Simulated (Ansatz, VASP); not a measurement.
## One calculation of VWC2, two programs

INCAR

```
  PREC = Accurate
  ENCUT = 520
  EDIFF = 1E-6
  ISMEAR = -1
  SIGMA = 0.05
  LREAL = False
  LASPH = True
  NELM = 150
  ALGO = Normal
  ISIF = 2
  LWAVE = False
  LCHARG = False
  ISPIN = 2
  MAGMOM = 0 -2.14 0 0
  LORBIT = 11
  LMAXMIX = 4
  GGA = PE
  NBANDS = 30
```

KPOINTS

```
Automatic mesh
0
Gamma
  10 10 10
```

Contents of POSCAR:

```
VWC2
1.0
    1.5170411163      0.8758640969      4.9338931930
   -1.5170411163      0.8758640969      4.9338931930
    0.0000000000     -1.7517281937      4.9338931930
W V C
1 1 2
Direct
    0.0000000000      0.0000000000      0.0000000000
    0.5000000000      0.5000000000      0.5000000000
    0.2464940000      0.2464940000      0.2464940000
    0.7535060000      0.7535060000      0.7535060000
```

input.yaml

```yaml
crystal:
  lattice:
    - [1.5170411163, 0.8758640969, 4.933893193]
    - [-1.5170411163, 0.8758640969, 4.933893193]
    - [0.0, -1.7517281937, 4.933893193]
  atoms:
    - { symbol: W, position: [0.0, 0.0, 0.0] }
    - { symbol: V, position: [0.5, 0.5, 0.5], spin: -2.14 }
    - { symbol: C, position: [0.246494, 0.246494, 0.246494] }
    - { symbol: C, position: [0.753506, 0.753506, 0.753506] }
hamiltonian:
  xc: pbe
  pseudopotentials: { kind: paw }
magnetization:
  spin_polarized: true
kpoints:
  mp_grid: { grid: [10, 10, 10] }
scf:
  occupations: { method: fermi_dirac, width: 0.05 }
output:
  forces: true
  stress: true
  eigenvalues: true
  write_density: true
  write_potential: true
  elf: true
  volumetric_format: npy
```

Alike in both runs: task single point; functional PBE; k mesh 10 × 10 × 10; occupations fermi-dirac, width 0.05 eV; collinear spin.

|  | VASP | Ansatz |
| --- | --- | --- |
| version | VASP 6.6.1 | Ansatz 0.2.0 |
| potentials or method | VASP PAW PBE potentials, release 64 (W_sv, V_sv, C) | Ansatz PAW |
| plane-wave cutoff (eV) | 520 | 420 |
| valence electrons in the cell | 35 | 35 |

|  | VASP | Ansatz | Ansatz less VASP |
| --- | --- | --- | --- |
| gap on the k mesh at the Fermi level (eV) | none | none | - |
| pressure (GPa) | -1.3 | -2.0 | -0.65 |
| traceless stress, the component that is largest in VASP (GPa) | -0.30 | -0.27 | +0.031 |
| rms of the force components (eV/Å) | 0.034 | 0.039 | +0.0047 |
| net moment per atom (μB) | 0.00 | 0.00 | 0.000 |

Atom by atom the forces differ by 0.005 eV/Å (rms over components). A gap of «none» marks a metal or a gap that the smearing closes.

Neither program's run includes spin-orbit coupling.
